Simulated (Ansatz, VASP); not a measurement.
# GaAs in VASP and in Ansatz

The input POSCAR:

```
GaAs
1.0
    0.0000000000      2.6300058698      2.6300058698
    2.6300058698      0.0000000000      2.6300058698
    2.6300058698      2.6300058698      0.0000000000
Ga As
1 1
Direct
    0.0000000000      0.0000000000      0.0000000000
    0.2500000000      0.2500000000      0.2500000000
```

File INCAR.step1:

```
PREC = Accurate
ENCUT = 520
ISMEAR = -1
SIGMA = 0.08
LREAL = F
LASPH = T
NELM = 60
NBANDS = 16
GGA = PE
ALGO = Normal
EDIFF = 1E-4
LWAVE = T
LCHARG = F
```

The input INCAR.step2:

```
PREC = Accurate
ENCUT = 520
EDIFF = 1E-7
ISMEAR = -1
SIGMA = 0.08
LREAL = F
LASPH = T
NELM = 60
ALGO = Normal
ISIF = 2
LWAVE = F
LCHARG = F
METAGGA = R2SCAN
LMIXTAU = T
NBANDS = 16
ISTART = 1
```

File KPOINTS:

```
regular mesh
0
Gamma
  11 11 11
```

Input for Ansatz:

```yaml
crystal:
  lattice:
    - [0.0, 2.6300058698, 2.6300058698]
    - [2.6300058698, 0.0, 2.6300058698]
    - [2.6300058698, 2.6300058698, 0.0]
  atoms:
    - { symbol: Ga, position: [0.0, 0.0, 0.0] }
    - { symbol: As, position: [0.25, 0.25, 0.25] }
kpoints:
  mp_grid: { grid: [11, 11, 11] }
scf:
  occupations: { method: fermi_dirac, width: 0.08 }
hamiltonian:
  xc: r2scan
  pseudopotentials: { kind: paw }
output:
  forces: true
  stress: true
  eigenvalues: true
  populations: true
  write_density: true
  write_potential: true
  elf: true
  volumetric_format: npy
```

Change from the starting cell: volume scaled by 0.8, PAW files.

Alike in both runs: task single point; functional r2SCAN; k mesh 11 × 11 × 11; occupations fermi-dirac, width 0.08 eV; no spin polarisation.

|  | VASP | Ansatz |
| --- | --- | --- |
| version | VASP 6.6.1 | Ansatz 0.2.0 |
| potentials or method | VASP PAW PBE potentials, release 64 (Ga_d, As) | PAW with Ansatz's default frozen-core files, scalar-relativistic |
| plane-wave cutoff (eV) | 520 | 500 |
| valence electrons in the cell | 18 | 28 |

|  | VASP | Ansatz | Ansatz less VASP |
| --- | --- | --- | --- |
| pressure (GPa) | 27.1 | 26.7 | -0.37 |

VASP's potentials were made for PBE, not for r2SCAN. With one functional, cell and mesh, what is left measures potentials, basis and numerics. VASP's potentials hold 18 valence electrons a cell and Ansatz's 28, so a difference there can come from the potentials and not from the codes.
